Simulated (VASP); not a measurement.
# PbO2 (P4_2/mnm) in VASP: a series of runs

PbO2 is run at these levels: PBE, LDA, PBEsol; tasks: single point, relaxation of cell and atoms.

Program: VASP 6.6.1. These are calculated values, not measurements. Logs are shortened: lines on timing, memory, paths and dates and some standing lists are left out, and cuts for length are marked.

## 1. The cell of the first run

The structure is tetragonal, space group P4_2/mnm (No. 136). The conventional cell has a = 4.983 Å, b = 4.983 Å, c = 3.408 Å, α = 90.00°, β = 90.00°, γ = 90.00°. Pb (site symmetry mmm) has 6 O at 2.16 to 2.18 Å within 2.9 Å. O (site symmetry m2m) has 3 Pb at 2.16 to 2.18 Å and 1 O at 2.72 Å within 2.9 Å.

## 2. Single point, PBE

Contents of INCAR:

```
SYSTEM = PbO2
ALGO     = Normal         ! electronic algorithm
EDIFF    = 1E-6           ! SCF threshold, eV
ENCUT    = 520            ! plane-wave cutoff, eV
GGA      = PE             ! functional
ISIF     = 2              ! what is computed and relaxed
ISMEAR   = -1             ! smearing method
LASPH    = .TRUE.         ! aspherical terms in the spheres
LCHARG   = .FALSE.        ! write CHGCAR
LREAL    = .FALSE.        ! projectors in reciprocal space
LWAVE    = .FALSE.        ! write WAVECAR
NBANDS   = 35             ! bands
NELM     = 60             ! most SCF steps
PREC     = Accurate       ! precision mode
SIGMA    = 0.02           ! smearing width, eV
```

Contents of KPOINTS:

```
k-points
0
G
  6 6 8
  0 0 0
```

Contents of POSCAR:

```
PbO2
1.0
    4.9827449538      0.0000000000      0.0000000000
    0.0000000000      4.9827449538      0.0000000000
    0.0000000000      0.0000000000      3.4080399185
Pb O
2 4
Direct
    0.0000000000      0.0000000000      0.0000000000
    0.5000000000      0.5000000000      0.5000000000
    0.3072243904      0.3072243904      0.0000000000
    0.1927756096      0.8072243904      0.5000000000
    0.6927756096      0.6927756096      0.0000000000
    0.8072243904      0.1927756096      0.5000000000
```

Potentials or basis: VASP PAW PBE potentials, release 64 (Pb_d, O).

On the command line:

```console
cat potpaw_PBE.64/Pb_d/POTCAR potpaw_PBE.64/O/POTCAR > POTCAR
mpirun -np 1 vasp_std > vasp.out
```

OUTCAR:

```text
SYSTEM = PbO2
   EDIFF = 1E-6
   ENCUT = 520
   GGA = PE
   ISIF = 2
   ISMEAR = -1
   LASPH = .TRUE.
   LREAL = .FALSE.
   NELM = 60
   PREC = Accurate

 ion  position               nearest neighbor table
   1  0.000  0.000  0.000-   3 2.16   5 2.16   4 2.18   6 2.18   4 2.18   6 2.18   2 3.91   2 3.91
                             2 3.91   2 3.91   2 3.91   2 3.91   2 3.91   2 3.91
   2  0.500  0.500  0.500-   4 2.16   6 2.16   5 2.18   3 2.18   3 2.18   5 2.18   1 3.91   1 3.91
                             1 3.91   1 3.91   1 3.91   1 3.91   1 3.91   1 3.91
   3  0.307  0.307  0.000-   1 2.16   2 2.18   2 2.18
   4  0.193  0.807  0.500-   2 2.16   1 2.18   1 2.18
   5  0.693  0.693  0.000-   1 2.16   2 2.18   2 2.18
   6  0.807  0.193  0.500-   2 2.16   1 2.18   1 2.18

  LATTYP: Found a simple tetragonal cell.
 ALAT       =     4.9827449538
 C/A-ratio  =     0.6839683648

  Lattice vectors:

 A1 = (   4.9827449538,   0.0000000000,   0.0000000000)
 A2 = (   0.0000000000,   4.9827449538,   0.0000000000)
 A3 = (   0.0000000000,   0.0000000000,   3.4080399185)

Analysis of symmetry for initial positions (statically):
=====================================================================
 Subroutine PRICEL returns:
 Original cell was already a primitive cell.

 Routine SETGRP: Setting up the symmetry group for a
 simple tetragonal supercell.

 Subroutine GETGRP returns: Found 16 space group operations
 (whereof  8 operations were pure point group operations)
 out of a pool of 16 trial point group operations.

The static configuration has the point symmetry D_2h.
 The point group associated with its full space group is D_4h.

Analysis of symmetry for dynamics (positions and initial velocities):
=====================================================================
 Subroutine PRICEL returns:
 Original cell was already a primitive cell.

 Routine SETGRP: Setting up the symmetry group for a
 simple tetragonal supercell.

 Subroutine GETGRP returns: Found 16 space group operations
 (whereof  8 operations were pure point group operations)
 out of a pool of 16 trial point group operations.

The dynamic configuration has the point symmetry D_2h.
 The point group associated with its full space group is D_4h.

 Subroutine INISYM returns: Found 16 space group operations
 (whereof  8 operations are pure point group operations),
 and found     1 'primitive' translations

----------------------------------------------------------------------------------------

                                     Primitive cell

[... 102 lines left out ...]
   IBRION =     -1    ionic relax: 0-MD 1-quasi-New 2-CG
   NFREE  =      0    steps in history (QN), initial steepest desc. (CG)
   ISIF   =      2    stress and relaxation
   ISYM   =      2    0-nonsym 1-usesym 2-fastsym
   POTIM  = 0.5000    time-step for ionic-motion
   TEBEG  =    0.0;   TEEND  =   0.0 temperature during run
   PSTRESS=    0.0 pullay stress
   NELECT =      52.0000    total number of electrons
   NUPDOWN=      -1.0000    fix difference up-down
   EMIN   =  10.00;   EMAX   =-10.00  energy-range for DOS
   EFERMI =   0.00;   METHOD = LEGACY
   ISMEAR =    -1;   SIGMA  =   0.02  broadening in eV -4-tet -1-fermi 0-gaus
   EFERMI_NEDOS =   21; number of points for ismear=-14 and -15
   IALGO  =     38    algorithm
   IMIX   =      4    mixing-type and parameters
     AMIX     =   0.40;   BMIX     =  1.00
     AMIX_MAG =   1.60;   BMIX_MAG =  1.00
  volume/ion in A,a.u.               =      14.10        95.17
  Fermi-wavevector in a.u.,A,eV,Ry     =   1.391859  2.630232 26.358184  1.937272
  Thomas-Fermi vector in A             =   2.515658
   LORBIT       =      0    0 simple, 1 ext, 2 COOP (PROOUT), +10 PAW based schemes
   GGA     = PE    functional components
   LHFCALC =     F    Hartree Fock is set to
   AEXX    =    0.0000 exact exchange contribution
   IVDW    =     0    specifies the selected vdW correction
   LEPSILON=     F    determine dielectric tensor
   LRPA    =     F    only Hartree local field effects (RPA)
 non-spin polarized calculation
  energy-cutoff  :      520.00
  volume of cell :       84.61
 maximum number of plane-waves:      2302
 NGX is ok and might be reduce to    40
   NGX = 19   NGY = 19   NGZ = 13

 number of electron      52.0000010 magnetization

 Free energy of the ion-electron system (eV)
  ---------------------------------------------------
  ext. energy  EPLUGINS =         0.00000000
  ---------------------------------------------------
  free energy    TOTEN  =       -31.77786526 eV

  energy without entropy =      -31.77750489  energy(sigma->0) =      -31.77768507

 E-fermi :   4.2777     XC(G=0): -10.6340

 val. band max:        4.2319026339   @ k =   0.0000   0.0000   0.1250
 cond. band min:       4.3305490424   @ k =   0.1667   0.0000   0.0000
 fundamental gap:      0.0986464086
 Fermi energy:         4.2777405107

 k-point     1 :       0.0000    0.0000    0.0000
  band No.  band energies     occupation
      1     -14.0224      2.00000
      2     -13.9194      2.00000
      3     -12.2643      2.00000
      4     -12.2643      2.00000
      5     -11.2940      2.00000
      6     -11.0951      2.00000
[... 901 lines left out ...]
     34      15.6882      0.00000
     35      16.5477      0.00000

 [... further k-points ...]

------------------------ aborting loop because EDIFF is reached ----------------------------------------

  FORCE on cell =-STRESS in cart. coord.  units (eV):
  Direction    XX          YY          ZZ          XY          YZ          ZX
  --------------------------------------------------------------------------------------
  -------------------------------------------------------------------------------------
  Total        3.2792634      3.2792634      3.9201574     -0.0000000      0.0000000      0.0000000
  in kB       62.0933213     62.0933213     74.2287422     -0.0000000      0.0000000      0.0000000
  external PRESSURE =      66.1384616 kB  Pullay stress =       0.0000000 kB

 VOLUME and BASIS-vectors are now :
 -----------------------------------------------------------------------------
  energy-cutoff  :      520.00
  volume of cell :       84.61
      direct lattice vectors                 reciprocal lattice vectors
     4.982744954  0.000000000  0.000000000     0.200692592  0.000000000  0.000000000
     0.000000000  4.982744954  0.000000000     0.000000000  0.200692592  0.000000000
     0.000000000  0.000000000  3.408039919     0.000000000  0.000000000  0.293423793

 POSITION                                       TOTAL-FORCE (eV/Angst)
 -----------------------------------------------------------------------------------
      0.00000      0.00000      0.00000         0.000000     -0.000000      0.000000
      2.49137      2.49137      1.70402         0.000000     -0.000000      0.000000
      1.53082      1.53082      0.00000        -0.022261     -0.022261      0.000000
      0.96055      4.02219      1.70402         0.022261     -0.022261      0.000000
      3.45192      3.45192      0.00000         0.022261      0.022261     -0.000000
      4.02219      0.96055      1.70402        -0.022261      0.022261      0.000000
 -----------------------------------------------------------------------------------
    total drift:                               -0.000000      0.000000      0.000000

  FREE ENERGIE OF THE ION-ELECTRON SYSTEM (eV)
  ---------------------------------------------------
  free  energy   TOTEN  =       -31.7778652563 eV

  energy  without entropy=      -31.7775048861  energy(sigma->0) =      -31.77768507
```

OSZICAR:

```text
N       E                     dE             d eps       ncg     rms          rms(c)
DAV:   1     0.682868913796E+03    0.68287E+03   -0.25691E+04  3508   0.180E+03
DAV:   2     0.566117023423E+02   -0.62626E+03   -0.59401E+03  3804   0.499E+02
DAV:   3    -0.329269679865E+02   -0.89539E+02   -0.86333E+02  4192   0.206E+02
DAV:   4    -0.373969855067E+02   -0.44700E+01   -0.44247E+01  4408   0.482E+01
DAV:   5    -0.375558900433E+02   -0.15890E+00   -0.15869E+00  4633   0.932E+00    0.141E+01
DAV:   6    -0.317761745717E+02    0.57797E+01   -0.17751E+01  5334   0.511E+01    0.448E+00
DAV:   7    -0.318099608292E+02   -0.33786E-01   -0.16978E+00  3913   0.947E+00    0.278E+00
DAV:   8    -0.318041138046E+02    0.58470E-02   -0.37555E-01  5483   0.597E+00    0.119E+00
DAV:   9    -0.317762403218E+02    0.27873E-01   -0.79562E-02  5420   0.380E+00    0.125E-01
DAV:  10    -0.317779401515E+02   -0.16998E-02   -0.10869E-02  3887   0.562E-01    0.137E-01
DAV:  11    -0.317778798976E+02    0.60254E-04   -0.37015E-04  5518   0.219E-01    0.487E-02
DAV:  12    -0.317778675168E+02    0.12381E-04   -0.68827E-05  4403   0.542E-02    0.142E-02
DAV:  13    -0.317778653043E+02    0.22125E-05   -0.93388E-06  4418   0.350E-02    0.200E-03
DAV:  14    -0.317778652563E+02    0.48034E-07   -0.14311E-06  2766   0.118E-02
   1 F= -.31777865E+02 E0= -.31777685E+02  d E =-.360370E-03
```

stdout:

```text
POSCAR found type information on POSCAR PbO
 POSCAR found :  2 types and       6 ions
 scaLAPACK will be used
 LDA part: xc-table for (Slater+PW92), standard interpolation
 POSCAR, INCAR and KPOINTS ok, starting setup
 FFT: planning ... GRIDC
 FFT: planning ... GRID_SOFT
 FFT: planning ... GRID
 WAVECAR not read
 entering main loop
```

Wall time 85 s (1 thread of Intel Xeon 6975P-C (Granite Rapids), shared host); peak memory 0.26 GiB.

Results:

* Free energy: -31.7779 eV
* Pressure: 6.6 GPa
* Largest force: 0.031 eV/Å
* Band gap on the k mesh: 0.10 eV (least direct gap 0.13 eV)

Forces on the atoms (eV/Å):
```
Pb   0.000  0.000  0.000
Pb   0.000  0.000  0.000
O   -0.022 -0.022  0.000
O    0.022 -0.022  0.000
O    0.022  0.022  0.000
O   -0.022  0.022  0.000
```

Caveat: the cell stands under pressure; spin-orbit coupling is left out, which moves the levels of the heavy elements. A k mesh can miss the band edges.

## 3. Single point, LDA

Contents of INCAR:

```
  PREC = Accurate
  ENCUT = 520
  EDIFF = 1E-7
  ISMEAR = -1
  SIGMA = 0.02
  LREAL = False
  LASPH = True
  NELM = 100
  ALGO = Normal
  ISIF = 2
  LWAVE = False
  LCHARG = False
  NBANDS = 35
```

Contents of KPOINTS:

```
regular mesh
0
Gamma
  6 6 8
```

POSCAR is that of step 2.

Potentials or basis: VASP PAW LDA potentials, release 64 (Pb_d, O).

On the command line:

```console
cat potpaw_LDA.64/Pb_d/POTCAR potpaw_LDA.64/O/POTCAR > POTCAR
mpirun -np 1 vasp_std > vasp.out
```

It took 87 s on 1 thread of Intel Xeon 6975P-C (Granite Rapids), shared host; peak memory 0.24 GiB.

The run converged. Its results:

```yaml
Free_energy: -36.6373 eV
Pressure: -3.0 GPa
Largest_force: 0.055 eV/Å
Band_gap_on_the_k_mesh: 0.07 eV (least direct gap 0.11 eV)
```

Forces on the atoms (eV/Å):
```
Pb   0.000  0.000  0.000
Pb   0.000  0.000  0.000
O    0.039  0.039  0.000
O   -0.039  0.039  0.000
O   -0.039 -0.039  0.000
O    0.039 -0.039  0.000
```

Stress tensor (GPa, compression positive):
```
-2.83  0.00  0.00
 0.00 -2.83  0.00
 0.00  0.00 -3.34
```

Levels at points of the mesh, in eV from the valence-band top:
```
           k point  band 22  band 23  band 24  band 25  band 26  band 27  band 28  band 29  band 30  band 31
(0.00, 0.00, 0.00)    -0.68    -0.62    -0.62    -0.60    -0.60     0.10     4.17     5.67     5.67     9.36
(0.50, 0.00, 0.00)    -1.36    -0.67    -0.67    -0.38    -0.38     2.40     2.40     6.28     6.28     9.63
(0.50, 0.50, 0.00)    -1.62    -0.68    -0.68    -0.47    -0.47     2.79     2.79     6.59     6.59     9.95
(0.00, 0.00, 0.50)    -2.06    -1.14    -1.14    -0.78    -0.78     3.70     3.70     8.69     8.69     9.44
(0.50, 0.00, 0.50)    -1.09    -0.78    -0.78    -0.21    -0.21     4.01     4.01     7.17     7.17     9.73
(0.50, 0.50, 0.50)    -1.88    -0.67    -0.67    -0.51    -0.51     2.76     2.76     8.10     8.10     9.63
```

Caveat: spin-orbit coupling is left out, which moves the levels of the heavy elements.

## 4. Single point, PBE

This run uses another cell than the first one, of 14.81 Å³/atom.

Contents of INCAR:

```
SYSTEM = PbO2
PREC = Accurate ; ENCUT = 520
EDIFF = 1E-6 ; ISMEAR = -1
SIGMA = 0.02 ; LREAL = .False.
LASPH = .True. ; NELM = 60
ALGO = Normal ; ISIF = 2
LWAVE = .False. ; LCHARG = .False.
GGA = PE ; NBANDS = 35
```

Contents of KPOINTS:

```
Automatic mesh
0
Gamma
  6 6 8
  0 0 0
```

Contents of POSCAR:

```
PbO2
1.0
    5.0819121904      0.0000000000      0.0000000000
    0.0000000000      5.0819121904      0.0000000000
    0.0000000000      0.0000000000      3.4416552915
Pb O
2 4
Direct
    0.0000000000      0.0000000000      0.0000000000
    0.5000000000      0.5000000000      0.5000000000
    0.3079834371      0.3079834371      0.0000000000
    0.1920165629      0.8079834371      0.5000000000
    0.6920165629      0.6920165629      0.0000000000
    0.8079834371      0.1920165629      0.5000000000
```

Potentials or basis: VASP PAW PBE potentials, release 64 (Pb_d, O).

On the command line:

```console
cat potpaw_PBE.64/Pb_d/POTCAR potpaw_PBE.64/O/POTCAR > POTCAR
mpirun -np 1 vasp_std > vasp.out
```

It took 87 s on 1 thread of Intel Xeon 6975P-C (Granite Rapids), shared host; peak memory 0.26 GiB.

It converged, with:

```yaml
Free_energy: -31.8678 eV
Pressure: 0.2 GPa
Largest_force: 0.011 eV/Å
Band_gap_on_the_k_mesh: 0.02 eV (least direct gap 0.10 eV)
```

Forces on the atoms (eV/Å):
```
Pb   0.000  0.000  0.000
Pb   0.000  0.000  0.000
O   -0.007 -0.007  0.000
O    0.007 -0.007  0.000
O    0.007  0.007  0.000
O   -0.007  0.007  0.000
```

Stress tensor (GPa, compression positive):
```
0.18 0.00 0.00
0.00 0.18 0.00
0.00 0.00 0.33
```

Levels at points of the mesh, in eV from the valence-band top:
```tsv
k point	band 22	band 23	band 24	band 25	band 26	band 27	band 28	band 29	band 30	band 31
(0.00, 0.00, 0.00)	-0.73	-0.63	-0.63	-0.55	-0.55	0.09	3.88	5.75	5.75	9.53
(0.50, 0.00, 0.00)	-1.27	-0.66	-0.66	-0.36	-0.36	2.07	2.07	6.34	6.34	9.35
(0.50, 0.50, 0.00)	-1.45	-0.68	-0.68	-0.46	-0.46	2.47	2.47	6.53	6.53	9.70
(0.00, 0.00, 0.50)	-1.94	-1.01	-1.01	-0.73	-0.73	3.38	3.38	8.59	8.59	9.46
(0.50, 0.00, 0.50)	-1.01	-0.71	-0.71	-0.27	-0.27	3.66	3.66	7.01	7.01	9.66
(0.50, 0.50, 0.50)	-1.91	-0.63	-0.63	-0.48	-0.48	2.53	2.53	8.11	8.11	9.42
```

Caveat: spin-orbit coupling is left out, which moves the levels of the heavy elements.

## 5. Relaxation of cell and atoms, PBEsol

This run uses another cell than the first one, of 14.81 Å³/atom.

Contents of INCAR:

```
SYSTEM = PbO2
PREC     = Accurate       ! precision mode
ENCUT    = 600            ! plane-wave cutoff, eV
EDIFF    = 1E-7           ! SCF threshold, eV
ISMEAR   = -1             ! smearing method
SIGMA    = 0.02           ! smearing width, eV
LREAL    = .FALSE.        ! projectors in reciprocal space
LASPH    = .TRUE.         ! aspherical terms in the spheres
NELM     = 60             ! most SCF steps
ALGO     = Normal         ! electronic algorithm
ISIF     = 3              ! what is computed and relaxed
LWAVE    = .FALSE.        ! write WAVECAR
LCHARG   = .FALSE.        ! write CHGCAR
GGA      = PS             ! functional
IBRION   = 2              ! ionic algorithm
NSW      = 80             ! ionic steps
EDIFFG   = -0.005         ! ionic threshold
```

Contents of KPOINTS:

```
regular mesh
0
G
  4 4 6
  0 0 0
```

POSCAR is that of step 4.

On the command line:

```console
cat potpaw_PBE.64/Pb_d/POTCAR potpaw_PBE.64/O/POTCAR > POTCAR
mpirun -np 1 vasp_std > vasp.out
```

It took 4 min on 1 thread of Intel Xeon 6975P-C (Granite Rapids), shared host; peak memory 0.25 GiB.

It converged, with:

```
Free energy                           : -34.0880 eV
Relaxed volume                        : 14.20 Å³/atom
Relaxed cell                          : a = 4.996 Å, b = 4.996 Å, c = 3.415 Å, α = 90.00°, β = 90.00°, γ = 90.00°
Space group after relaxing (to 0.1 Å) : P4_2/mnm (No. 136)
Energy gained by relaxing             : 9.7 meV/atom
Ionic steps                           : 9
Pressure after relaxing               : 0.0 GPa
Largest force after relaxing          : 0.004 eV/Å
Band gap on the k mesh                : 0.18 eV (least direct gap 0.69 eV)
```

Forces on the atoms (eV/Å):
```
Pb   0.000  0.000  0.000
Pb   0.000  0.000  0.000
O   -0.003 -0.003  0.000
O    0.003 -0.003  0.000
O    0.003  0.003  0.000
O   -0.003  0.003  0.000
```

The path:
```csv
step,energy change (eV),largest force (eV/Å),pressure (GPa),volume (Å³)
1,0.0000,0.0568,-5.03,88.88
2,-0.0188,0.1962,4.59,83.03
3,-0.0553,0.0735,-0.09,85.56
4,-0.0553,0.0765,0.02,85.49
5,-0.0575,0.0256,0.07,85.33
6,-0.0582,0.0255,0.13,85.16
7,-0.0584,0.0153,-0.14,85.31
8,-0.0584,0.0161,-0.12,85.30
9,-0.0585,0.0042,0.01,85.21
```

Final structure:
```
Pb O
1.0
     4.99558    0.00000    0.00000
     0.00000    4.99558    0.00000
     0.00000    0.00000    3.41462
Pb O
2 4
Direct
  0.00000 0.00000 0.00000
  0.50000 0.50000 0.50000
  0.30760 0.30760 0.00000
  0.19240 0.80760 0.50000
  0.69240 0.69240 0.00000
  0.80760 0.19240 0.50000
```

Levels at points of the mesh, in eV from the valence-band top:
```tsv
k point	band 22	band 23	band 24	band 25	band 26	band 27	band 28	band 29	band 30	band 31
(0.00, 0.00, 0.00)	-0.60	-0.53	-0.53	-0.51	-0.51	0.18	4.23	5.81	5.81	9.56
(0.50, 0.00, 0.00)	-1.25	-0.57	-0.57	-0.29	-0.29	2.44	2.44	6.41	6.41	9.73
(0.50, 0.50, 0.00)	-1.50	-0.59	-0.59	-0.39	-0.39	2.84	2.84	6.70	6.70	10.06
(0.00, 0.00, 0.50)	-1.94	-1.03	-1.03	-0.70	-0.70	3.76	3.76	8.82	8.82	9.60
(0.50, 0.00, 0.50)	-0.99	-0.69	-0.69	-0.13	-0.13	4.07	4.07	7.26	7.26	9.88
(0.50, 0.50, 0.50)	-1.81	-0.58	-0.58	-0.43	-0.43	2.83	2.83	8.25	8.25	9.75
```

Caveat: the PAW data sets were made with another functional, which shifts forces and pressure a little; spin-orbit coupling is left out, which moves the levels of the heavy elements. A k mesh can miss the band edges.

## 6. Summary

```tsv
task	level	potentials or basis	cell	k mesh	cutoff (eV)	gap on the mesh (eV)	pressure (GPa)	largest force (eV/Å)
single point	PBE	VASP PAW PBE potentials, release 64 (Pb_d, O)	a = 4.983, b = 4.983, c = 3.408 Å, 6 atoms	6 × 6 × 8	520	0.10	6.6	0.03
single point	LDA	VASP PAW LDA potentials, release 64 (Pb_d, O)	a = 4.983, b = 4.983, c = 3.408 Å, 6 atoms	6 × 6 × 8	520	0.07	-3.0	0.06
single point	PBE	VASP PAW PBE potentials, release 64 (Pb_d, O)	a = 5.082, b = 5.082, c = 3.442 Å, 6 atoms	6 × 6 × 8	520	0.02	0.2	0.01
relaxation of cell and atoms	PBEsol	VASP PAW PBE potentials, release 64 (Pb_d, O)	relaxed from a = 5.082, b = 5.082, c = 3.442 Å, 6 atoms	4 × 4 × 6	600	0.18	0.0	-
```

Alike in all rows: no spin polarisation; smearing fermi-dirac 0.02 eV.

Caveats: spin-orbit coupling is left out, which moves the levels of the heavy elements; the cell stands under pressure (at least some runs); the PAW data sets were made with another functional, which shifts forces and pressure a little (at least some runs).

Absolute energies hang on the potentials; compare differences alone.
